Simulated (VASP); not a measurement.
# Mg7Te (Fm-3m) in VASP: further runs

Mg7Te is run at these levels: PBE; tasks: single point, relaxation of cell and atoms.

Program: VASP 6.6.1. These are calculated values, not measurements. Logs are shortened: lines on timing, memory, paths and dates and some standing lists are left out, and cuts for length are marked.

**1. The cell of the first run**

Symmetry: Fm-3m, No. 225, cubic system. Conventional cell: a = 9.104 Å, b = 9.104 Å, c = 9.104 Å, α = 90.00°, β = 90.00°, γ = 90.00°. Within 4.2 Å of Mg (site symmetry mmm) lie 10 Mg at 3.22 Å and 2 Te at 3.22 Å. Within 4.2 Å of Mg (site symmetry m-3m) lie 12 Mg at 3.22 Å. Within 4.2 Å of Te (site symmetry m-3m) lie 12 Mg at 3.22 Å.

**2. Single point, PBE**

INCAR reads:

```
SYSTEM = Mg7Te
  PREC = Accurate
  ENCUT = 520
  EDIFF = 1E-6
  ISMEAR = 0
  SIGMA = 0.2
  LREAL = .FALSE.
  LASPH = .TRUE.
  NELM = 100
  ALGO = Fast
  ISIF = 2
  LWAVE = .FALSE.
  LCHARG = .FALSE.
  GGA = PE
  NBANDS = 20
```

KPOINTS reads:

```
Automatic mesh
0
G
  4 4 4
  0 0 0
```

POSCAR reads:

```
Mg7Te
1.0
    0.0000000000      4.5518475627      4.5518475627
    4.5518475627      0.0000000000      4.5518475627
    4.5518475627      4.5518475627      0.0000000000
Mg Te
7 1
Direct
    0.5000000000      0.0000000000      0.5000000000
    0.5000000000      1.0000000000      0.0000000000
    0.5000000000      0.5000000000      0.0000000000
    1.0000000000      0.5000000000      0.0000000000
    1.0000000000      0.5000000000      0.5000000000
    1.0000000000      0.0000000000      0.5000000000
    1.0000000000      0.0000000000      0.0000000000
    0.5000000000      0.5000000000      0.5000000000
```

Potentials or basis: VASP PAW PBE potentials, release 64 (Mg, Te).

Command:

```bash
> cat potpaw_PBE.64/Mg/POTCAR potpaw_PBE.64/Te/POTCAR > POTCAR
> mpirun -np 1 vasp_std > vasp.out
```

OUTCAR:

```text
SYSTEM = Mg7Te
   PREC = Accurate
   ENCUT = 520
   EDIFF = 1E-6
   ISMEAR = 0
   LREAL = .FALSE.
   LASPH = .TRUE.
   NELM = 100
   ISIF = 2
   GGA = PE

 ion  position               nearest neighbor table
   1  0.500  0.000  0.500-   2 3.22   6 3.22   8 3.22   2 3.22   3 3.22   7 3.22   3 3.22   5 3.22
                             8 3.22   5 3.22   6 3.22   7 3.22
   2  0.500  0.000  0.000-   1 3.22   3 3.22   7 3.22   1 3.22   6 3.22   8 3.22   3 3.22   4 3.22
                             8 3.22   4 3.22   6 3.22   7 3.22
   3  0.500  0.500  0.000-   2 3.22   4 3.22   8 3.22   1 3.22   5 3.22   8 3.22   1 3.22   2 3.22
                             7 3.22   4 3.22   5 3.22   7 3.22
   4  0.000  0.500  0.000-   3 3.22   5 3.22   7 3.22   5 3.22   6 3.22   8 3.22   2 3.22   6 3.22
                             7 3.22   2 3.22   3 3.22   8 3.22
   5  0.000  0.500  0.500-   4 3.22   6 3.22   8 3.22   3 3.22   4 3.22   7 3.22   1 3.22   6 3.22
                             7 3.22   1 3.22   3 3.22   8 3.22
   6  0.000  0.000  0.500-   1 3.22   5 3.22   7 3.22   2 3.22   4 3.22   7 3.22   4 3.22   5 3.22
                             8 3.22   1 3.22   2 3.22   8 3.22
   7  0.000  0.000  0.000-   2 3.22   4 3.22   6 3.22   1 3.22   5 3.22   6 3.22   3 3.22   4 3.22
                             5 3.22   1 3.22   2 3.22   3 3.22
   8  0.500  0.500  0.500-   1 3.22   3 3.22   5 3.22   2 3.22   3 3.22   4 3.22   1 3.22   2 3.22
                             6 3.22   4 3.22   5 3.22   6 3.22

  LATTYP: Found a face centered cubic cell.
 ALAT       =     9.1036951254

  Lattice vectors:

 A1 = (   0.0000000000,   4.5518475627,   4.5518475627)
 A2 = (   4.5518475627,   0.0000000000,   4.5518475627)
 A3 = (   4.5518475627,   4.5518475627,   0.0000000000)

Analysis of symmetry for initial positions (statically):
=====================================================================
 Subroutine PRICEL returns:
 Original cell was already a primitive cell.

 Routine SETGRP: Setting up the symmetry group for a
 face centered cubic supercell.

 Subroutine GETGRP returns: Found 48 space group operations
 (whereof 48 operations were pure point group operations)
 out of a pool of 48 trial point group operations.

The static configuration has the point symmetry O_h .

Analysis of symmetry for dynamics (positions and initial velocities):
=====================================================================
 Subroutine PRICEL returns:
 Original cell was already a primitive cell.

 Routine SETGRP: Setting up the symmetry group for a
 face centered cubic supercell.

 Subroutine GETGRP returns: Found 48 space group operations
 (whereof 48 operations were pure point group operations)
 out of a pool of 48 trial point group operations.

The dynamic configuration has the point symmetry O_h .

 Subroutine INISYM returns: Found 48 space group operations
 (whereof 48 operations are pure point group operations),
 and found     1 'primitive' translations

----------------------------------------------------------------------------------------

                                     Primitive cell

  volume of cell :     188.6223

  direct lattice vectors                    reciprocal lattice vectors
     0.000000000  4.551847563  4.551847563    -0.109845506  0.109845506  0.109845506
     4.551847563  0.000000000  4.551847563     0.109845506 -0.109845506  0.109845506
     4.551847563  4.551847563  0.000000000     0.109845506  0.109845506 -0.109845506

  length of vectors
     6.437284557  6.437284557  6.437284557     0.190257998  0.190257998  0.190257998

  position of ions in fractional coordinates (direct lattice)
     0.500000000  0.000000000  0.500000000
     0.500000000  0.000000000  0.000000000
     0.500000000  0.500000000  0.000000000
     0.000000000  0.500000000  0.000000000
     0.000000000  0.500000000  0.500000000
     0.000000000  0.000000000  0.500000000
     0.000000000  0.000000000  0.000000000
     0.500000000  0.500000000  0.500000000

  ion indices of the primitive-cell ions
   primitive index   ion index
                 1           1
                 2           2
                 3           3
                 4           4
                 5           5
                 6           6
                 7           7
                 8           8

----------------------------------------------------------------------------------------

 KPOINTS: Automatic mesh

Automatic generation of k-mesh.
 Grid dimensions read from file:
 generate k-points for:    4    4    4

 Generating k-lattice:

  Cartesian coordinates                     Fractional coordinates (reciprocal lattice)
    -0.027461377  0.027461377  0.027461377     0.250000000  0.000000000  0.000000000
     0.027461377 -0.027461377  0.027461377     0.000000000  0.250000000  0.000000000
     0.027461377  0.027461377 -0.027461377     0.000000000  0.000000000  0.250000000

  Length of vectors
     0.047564499  0.047564499  0.047564499

  Shift w.r.t. Gamma in fractional coordinates (k-lattice)
     0.000000000  0.000000000  0.000000000

 Subroutine IBZKPT returns following result:
 ===========================================

 Found      8 irreducible k-points:

 Following reciprocal coordinates:
            Coordinates               Weight
  0.000000  0.000000  0.000000      1.000000
  0.250000  0.000000  0.000000      8.000000
  0.500000  0.000000  0.000000      4.000000
  0.250000  0.250000  0.000000      6.000000
  0.500000  0.250000  0.000000     24.000000
 -0.250000  0.250000  0.000000     12.000000
  0.500000  0.500000  0.000000      3.000000
 -0.250000  0.500000  0.250000      6.000000
   k-points           NKPTS =      8   k-points in BZ     NKDIM =      8   number of bands    NBANDS=     20
   number of dos      NEDOS =    301   number of ions     NIONS =      8
   total plane-waves  NPLWV = 110592
   dimension x,y,z NGX =    48 NGY =   48 NGZ =   48
   dimension x,y,z NGXF=    96 NGYF=   96 NGZF=   96
   ions per type =               7   1
   NGX,Y,Z   is equivalent  to a cutoff of  12.40, 12.40, 12.40 a.u.
   NGXF,Y,Z  is equivalent  to a cutoff of  24.79, 24.79, 24.79 a.u.
 SYSTEM =  Mg7Te
   PREC   = accura    normal or accurate (medium, high low for compatibility)
   ISTART =      0    job   : 0-new  1-cont  2-samecut
   ICHARG =      2    charge: 1-file 2-atom 10-const
   ISPIN  =      1    spin polarized calculation?
   LNONCOLLINEAR =      F non collinear calculations
   LSORBIT =      F    spin-orbit coupling
   LASPH  =      T    aspherical Exc in radial PAW
   ENCUT  =  520.0 eV  38.22 Ry    6.18 a.u.  11.97 11.97 11.97*2*pi/ulx,y,z
   NELM   =    100;   NELMIN=  2; NELMDL= -5     # of ELM steps
   EDIFF  = 0.1E-05   stopping-criterion for ELM
   LREAL  =      F    real-space projection
   EDIFFG = 0.1E-04   stopping-criterion for IOM
   NSW    =      0    number of steps for IOM
   IBRION =     -1    ionic relax: 0-MD 1-quasi-New 2-CG
   NFREE  =      0    steps in history (QN), initial steepest desc. (CG)
   ISIF   =      2    stress and relaxation
   ISYM   =      2    0-nonsym 1-usesym 2-fastsym
   POTIM  = 0.5000    time-step for ionic-motion
   TEBEG  =    0.0;   TEEND  =   0.0 temperature during run
   PSTRESS=    0.0 pullay stress
   NELECT =      20.0000    total number of electrons
   NUPDOWN=      -1.0000    fix difference up-down
   EMIN   =  10.00;   EMAX   =-10.00  energy-range for DOS
   EFERMI =   0.00;   METHOD = LEGACY
   ISMEAR =     0;   SIGMA  =   0.20  broadening in eV -4-tet -1-fermi 0-gaus
   EFERMI_NEDOS =   21; number of points for ismear=-14 and -15
   IALGO  =     68    algorithm
   IMIX   =      4    mixing-type and parameters
     AMIX     =   0.40;   BMIX     =  1.00
     AMIX_MAG =   1.60;   BMIX_MAG =  1.00
  volume/ion in A,a.u.               =      23.58       159.11
  Fermi-wavevector in a.u.,A,eV,Ry     =   0.774855  1.464264  8.168942  0.600400
  Thomas-Fermi vector in A             =   1.876999
   LORBIT       =      0    0 simple, 1 ext, 2 COOP (PROOUT), +10 PAW based schemes
   GGA     = PE    functional components
   LHFCALC =     F    Hartree Fock is set to
   AEXX    =    0.0000 exact exchange contribution
   IVDW    =     0    specifies the selected vdW correction
   LEPSILON=     F    determine dielectric tensor
   LRPA    =     F    only Hartree local field effects (RPA)
 non-spin polarized calculation
 RMM-DIIS sequential band-by-band and
 Gauss-broadening in eV      SIGMA  =   0.20
  energy-cutoff  :      520.00
  volume of cell :      188.62
 maximum number of plane-waves:      5104
   NGX = 23   NGY = 23   NGZ = 23

 number of electron      20.0000001 magnetization

 Free energy of the ion-electron system (eV)
  ---------------------------------------------------
  ext. energy  EPLUGINS =         0.00000000
  ---------------------------------------------------
  free energy    TOTEN  =       -14.53011029 eV

  energy without entropy =      -14.46518128  energy(sigma->0) =      -14.49764578

 E-fermi :   3.6703     XC(G=0):  -8.7160

 val. band max:        3.6542879243   @ k =   0.5000   0.0000   0.0000
 cond. band min:       3.6864631899   @ k =   0.5000   0.2500   0.0000
 fundamental gap:      0.0321752656
 Fermi energy:         3.6703183668

 k-point     1 :       0.0000    0.0000    0.0000
  band No.  band energies     occupation
      1      -8.2446      2.00000
      2      -1.9935      2.00000
      3      -0.5147      2.00000
      4      -0.5147      2.00000
      5      -0.5147      2.00000
      6       1.8018      2.00000
[... 12 lines left out ...]
     19       9.2617      0.00000
     20       9.2617      0.00000

 k-point     2 :       0.2500    0.0000    0.0000
  band No.  band energies     occupation
      1      -8.2049      2.00000
      2      -2.2926      2.00000
      3      -0.6150      2.00000
      4      -0.6150      2.00000
      5      -0.4496      2.00000
      6       1.2351      2.00000
[... 130 lines left out ...]
 k-point     8 :      -0.2500    0.5000    0.2500
  band No.  band energies     occupation
      1      -8.1383      2.00000
      2      -1.8807      2.00000
      3      -1.8807      2.00000
      4      -1.5816      2.00000
      5       0.4975      2.00000
      6       1.1237      2.00000
[... 12 lines left out ...]
     19       7.6885      0.00000
     20       7.9429      0.00000

------------------------ aborting loop because EDIFF is reached ----------------------------------------

  FORCE on cell =-STRESS in cart. coord.  units (eV):
  Direction    XX          YY          ZZ          XY          YZ          ZX
  --------------------------------------------------------------------------------------
  -------------------------------------------------------------------------------------
  Total        0.0142284      0.0142284      0.0142284      0.0000000      0.0000000      0.0000000
  in kB        0.1208579      0.1208579      0.1208579      0.0000000      0.0000000      0.0000000
  external PRESSURE =       0.1208579 kB  Pullay stress =       0.0000000 kB

 VOLUME and BASIS-vectors are now :
 -----------------------------------------------------------------------------
  energy-cutoff  :      520.00
  volume of cell :      188.62
      direct lattice vectors                 reciprocal lattice vectors
     0.000000000  4.551847563  4.551847563    -0.109845506  0.109845506  0.109845506
     4.551847563  0.000000000  4.551847563     0.109845506 -0.109845506  0.109845506
     4.551847563  4.551847563  0.000000000     0.109845506  0.109845506 -0.109845506

 POSITION                                       TOTAL-FORCE (eV/Angst)
 -----------------------------------------------------------------------------------
      2.27592      4.55185      2.27592         0.000000      0.000000     -0.000000
      0.00000      2.27592      2.27592         0.000000     -0.000000     -0.000000
      2.27592      2.27592      4.55185         0.000000     -0.000000     -0.000000
      2.27592      0.00000      2.27592         0.000000     -0.000000     -0.000000
      4.55185      2.27592      2.27592        -0.000000     -0.000000     -0.000000
      2.27592      2.27592      0.00000         0.000000     -0.000000     -0.000000
      0.00000      0.00000      0.00000         0.000000     -0.000000     -0.000000
      4.55185      4.55185      4.55185        -0.000000      0.000000      0.000000
 -----------------------------------------------------------------------------------
    total drift:                               -0.000000     -0.000000     -0.000000

  FREE ENERGIE OF THE ION-ELECTRON SYSTEM (eV)
  ---------------------------------------------------
  free  energy   TOTEN  =       -14.5301102872 eV

  energy  without entropy=      -14.4651812774  energy(sigma->0) =      -14.49764578
```

It took 59 s on 1 thread of Intel Xeon 8259CL, shared host; peak memory 0.32 GiB.

Results:

| Property | Result |
| --- | --- |
| Free energy | -14.5301 eV |
| Pressure | 0.0 GPa |
| Band gap on the k mesh | zero (bands 10 and 11 overlap by 1.21 eV) |

Levels at points of the mesh, in eV from the Fermi level:
| k point | band 8 | band 9 | band 10 | band 11 | band 12 | band 13 |
| --- | --- | --- | --- | --- | --- | --- |
| (0.00, 0.00, 0.00) | -1.59 | -1.59 | -0.87 | -0.87 | -0.87 | 0.03 |
| (0.50, 0.00, 0.00) | -2.13 | -1.34 | -0.02 | 0.57 | 0.57 | 1.08 |
| (0.50, 0.50, 0.00) | -0.71 | -0.71 | -0.09 | 1.10 | 1.10 | 1.56 |

Caveat: spin-orbit coupling is left out, which moves the levels of the heavy elements.

**3. Single point, PBE**

INCAR reads:

```
SYSTEM = Mg7Te
  ALGO = Normal
  EDIFF = 1E-6
  ENCUT = 520
  GGA = PE
  ISIF = 2
  ISMEAR = 0
  LASPH = .TRUE.
  LCHARG = .FALSE.
  LREAL = .FALSE.
  LWAVE = .FALSE.
  NBANDS = 20
  NELM = 80
  PREC = Accurate
  SIGMA = 0.1
```

KPOINTS reads:

```
k-points
0
G
  6 6 6
  0 0 0
```

POSCAR reads:

```
Mg7Te
1.0
    0.0000000000      4.5525398525      4.5525398525
    4.5525398525      0.0000000000      4.5525398525
    4.5525398525      4.5525398525      0.0000000000
Mg Te
7 1
Direct
    0.5000000000      0.0000000000      0.0000000000
    0.0000000000      0.0000000000      0.5000000000
    0.0000000000      0.5000000000      0.0000000000
    0.0000000000      0.5000000000      0.5000000000
    0.5000000000      0.5000000000      0.0000000000
    0.5000000000      0.0000000000      0.5000000000
    0.5000000000      0.5000000000      0.5000000000
    0.0000000000      0.0000000000      0.0000000000
```

Potentials or basis: VASP PAW PBE potentials, release 64 (Mg, Te).

Command:

```bash
> cat potpaw_PBE.64/Mg/POTCAR potpaw_PBE.64/Te/POTCAR > POTCAR
> mpirun -np 1 vasp_std > vasp.out
```

It took 1.8 min on 1 thread of Intel Xeon 8259CL, shared host; peak memory 0.34 GiB.

It converged, with:

```
Free energy            : -14.6399 eV
Pressure               : -0.1 GPa
Band gap on the k mesh : zero (bands 10 and 11 overlap by 1.86 eV)
```

Levels at points of the mesh, in eV from the Fermi level:
```tsv
k point	band 6	band 7	band 8	band 9	band 10	band 11	band 12	band 13	band 14	band 15
(0.00, 0.00, 0.00)	-1.71	-1.44	-1.44	-1.44	-0.73	-0.73	-0.73	0.16	0.55	0.55
(0.50, 0.00, 0.00)	-2.27	-1.99	-1.99	-1.19	0.13	0.71	0.71	1.22	1.22	3.39
(0.50, 0.50, 0.00)	-3.32	-1.14	-0.58	-0.58	0.05	1.25	1.25	1.70	2.31	2.86
```

Caveat: spin-orbit coupling is left out, which moves the levels of the heavy elements.

**4. Single point, PBE**

INCAR reads:

```
ALGO = Normal
EDIFF = 1E-6
ENCUT = 520
GGA = PE
ISIF = 2
ISMEAR = 0
LASPH = T
LCHARG = F
LREAL = F
LWAVE = F
NBANDS = 20
NELM = 80
PREC = Accurate
SIGMA = 0.1
```

KPOINTS reads:

```
k-points
0
Gamma
  6 6 6
```

POSCAR reads:

```
Mg7Te
1.0
    0.0000000000      4.5518475627      4.5518475627
    4.5518475627      0.0000000000      4.5518475627
    4.5518475627      4.5518475627      0.0000000000
Mg Te
7 1
Direct
    0.5000000000      0.0000000000      0.5000000000
    0.5000000000      0.0000000000      0.0000000000
    0.5000000000      0.5000000000      0.0000000000
    0.0000000000      0.5000000000      0.0000000000
    0.0000000000      0.5000000000      0.5000000000
    0.0000000000      0.0000000000      0.5000000000
    0.0000000000      0.0000000000      0.0000000000
    0.5000000000      0.5000000000      0.5000000000
```

Command:

```bash
> cat potpaw_PBE.64/Mg/POTCAR potpaw_PBE.64/Te/POTCAR > POTCAR
> mpirun -np 1 vasp_std > vasp.out
```

Run time: 1.7 min. Hardware: 1 thread of Intel Xeon 8259CL, shared host; peak memory 0.33 GiB.

The run converged. Its results:

| Item | Value |
| --- | --- |
| Free energy | -14.6400 eV |
| Pressure | -0.1 GPa |
| Band gap on the k mesh | zero (bands 10 and 11 overlap by 1.86 eV) |

Levels at points of the mesh, in eV from the Fermi level:
```csv
k point,band 8,band 9,band 10,band 11,band 12,band 13
"(0.00, 0.00, 0.00)",-1.44,-1.44,-0.73,-0.73,-0.73,0.16
"(0.50, 0.00, 0.00)",-1.99,-1.19,0.13,0.71,0.71,1.22
"(0.50, 0.50, 0.00)",-0.58,-0.58,0.05,1.25,1.25,1.69
```

Caveat: spin-orbit coupling is left out, which moves the levels of the heavy elements.

(Part 1 of 2 ends here.)
